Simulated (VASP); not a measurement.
The system is Rb2Nb.

```xyz
3
Lattice="6.6991 0.0000 0.0000 -3.3495 5.8016 0.0000 0.0000 0.0000 3.0513" Properties=species:S:1:pos:R:3 pbc="T T T"
Rb    0.0000    3.8677    1.5256
Rb    3.3495    1.9339    1.5256
Nb    0.0000    0.0000    0.0000
```

```yaml
Program: VASP 6.6.1
Task: relaxation of cell and atoms
Functional: PBE
Potentials_or_basis: VASP PAW PBE potentials, release 64 (Rb_sv, Nb_sv)
Cutoff: 600 eV
k_mesh: 3 × 3 × 6
Occupations: gaussian, width 0.1 eV
Spin: no spin polarisation
```

At the start: pressure -0.0 GPa; volume 39.53 Å³/atom.

Question: Where does the relaxation end?

Answer: Over 5 steps the energy falls by 2.4 meV/atom and the volume is 39.69 Å³/atom (+0.4 %); space group P6/mmm (No. 191, to 0.1 Å) before and after.

Step by step:
| step | energy change (eV) | largest force (eV/Å) | pressure (GPa) | volume (Å³) |
| --- | --- | --- | --- | --- |
| 1 | 0.0000 | 0.0000 | -0.05 | 118.59 |
| 2 | -0.0048 | 0.0000 | 0.06 | 118.37 |
| 3 | -0.0064 | 0.0000 | 0.17 | 118.17 |
| 4 | -0.0064 | 0.0000 | 0.19 | 118.16 |
| 5 | -0.0071 | 0.0000 | 0.06 | 119.06 |

Final structure:
```
Rb Nb
1.0
     6.76859    0.00000    0.00000
    -3.38430    5.86178    0.00000
     0.00000    0.00000    3.00080
Rb Nb
2 1
Direct
  0.33333 0.66667 0.50000
  0.66667 0.33333 0.50000
  0.00000 0.00000 0.00000
```

Caveat: the k points lie up to 0.36 Å⁻¹ apart in the final cell, too coarse for converged energies and pressures of a metal.
